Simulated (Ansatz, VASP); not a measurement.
**One calculation of ZnSe, two programs**

```
CELL_PARAMETERS angstrom
0.00000 2.68368 2.68368
2.68368 0.00000 2.68368
2.68368 2.68368 0.00000
ATOMIC_POSITIONS crystal
Zn 0.00000 0.00000 0.00000
Se 0.50000 0.50000 0.50000
```

Alike in both runs: functional PBE; k mesh 14 × 14 × 14; occupations fermi-dirac, width 0.08 eV; no spin polarisation.

Ansatz relaxed the structure, and its values are those at the end. VASP's run is a single point on that final structure, the one shown.

|  | VASP | Ansatz |
| --- | --- | --- |
| version | VASP 6.6.1 | Ansatz 0.2.0 |
| potentials or method | VASP PAW PBE potentials, release 64 (Zn, Se) | PAW with Ansatz's default frozen-core files, scalar-relativistic |
| plane-wave cutoff (eV) | 520 | 420 |
| valence electrons in the cell | 18 | 28 |

|  | VASP | Ansatz | Ansatz less VASP |
| --- | --- | --- | --- |
| pressure (GPa) | 0.2 | 0.0 | -0.18 |

The functional is the same, so the differences come from potentials, cutoffs and numerics. VASP's potentials hold 18 valence electrons a cell and Ansatz's 28, so a difference there can come from the potentials and not from the codes.
